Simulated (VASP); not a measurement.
Runs of VASP 6.6.1 on Mn3AgC. The structure is that of space group Pm-3m (No. 221), or close to it. The cells are those of the table. 

```csv
spin,fixed moment (μB),cell,k mesh,gap on the mesh (eV),pressure (GPa),moment (μB)
"collinear, zero start",0.0,"a = 3.955 Å, 5 atoms",10 × 10 × 10,-,-17.6,0.00
off,-,"a = 3.955 Å, 5 atoms",10 × 10 × 10,none,-17.7,-
"collinear, ferromagnetic start",-,"a = 3.907 Å, 5 atoms",6 × 6 × 6,none,(b),(a)
"collinear, ferromagnetic start",-,"a = 3.847 Å, 5 atoms",10 × 10 × 10,none,17.3,7.90
```

Alike in all rows: task single point; level PBE; potentials or basis VASP PAW PBE potentials, release 64 (Ag, C, Mn_pv); cutoff (eV) 520; smearing gaussian 0.1 eV.

Question: Fill in the values left out.

Answer: (a) 7.99; (b) 6.6.

Caveats: the cell stands under tension (at least some runs); the cell stands under pressure (at least some runs); the total moment is fixed, so each spin has its own Fermi level (at least some runs).

A k mesh can miss the band edges, and the runs leave out spin-orbit coupling on Ag.

A gap of «none» marks levels without a gap at the run's occupations.
